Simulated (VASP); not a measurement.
Input of a VASP 6.6.1 run:

The input INCAR:

```
SYSTEM = Cd
  ALGO = Fast
  EDIFF = 1E-6
  ENCUT = 520
  GGA = PE
  ISIF = 2
  ISMEAR = 0
  LASPH = .True.
  LCHARG = .False.
  LREAL = .False.
  LWAVE = .False.
  NBANDS = 19
  NELM = 100
  PREC = Accurate
  SIGMA = 0.1
```

File KPOINTS:

```
k-points
0
Gamma
  21 21 10
  0 0 0
```

Contents of POSCAR:

```
Cd
1.0
    3.0751459486      0.0000000000      0.0000000000
   -1.5375729743      2.6631545118      0.0000000000
    0.0000000000      0.0000000000      5.6342211957
Cd
2
Direct
    0.3333333333      0.6666666667      0.2500000000
    0.6666666667      0.3333333333      0.7500000000
```

Potentials or basis: VASP PAW PBE potentials, release 64 (Cd).

Run with:

```bash
$ cat potpaw_PBE.64/Cd/POTCAR > POTCAR
$ mpirun -np 1 vasp_std > vasp.out
```

(1) What does it give for the band gap on the k mesh?

(2) Estimate the pressure.

Answers

(1) zero (bands 12 and 13 overlap by 4.04 eV).

(2) -0.4 GPa.

Caveat: the cell differs from its parent crystal (biaxial strain in the a-b plane: +2.0 %, then relaxed in part).
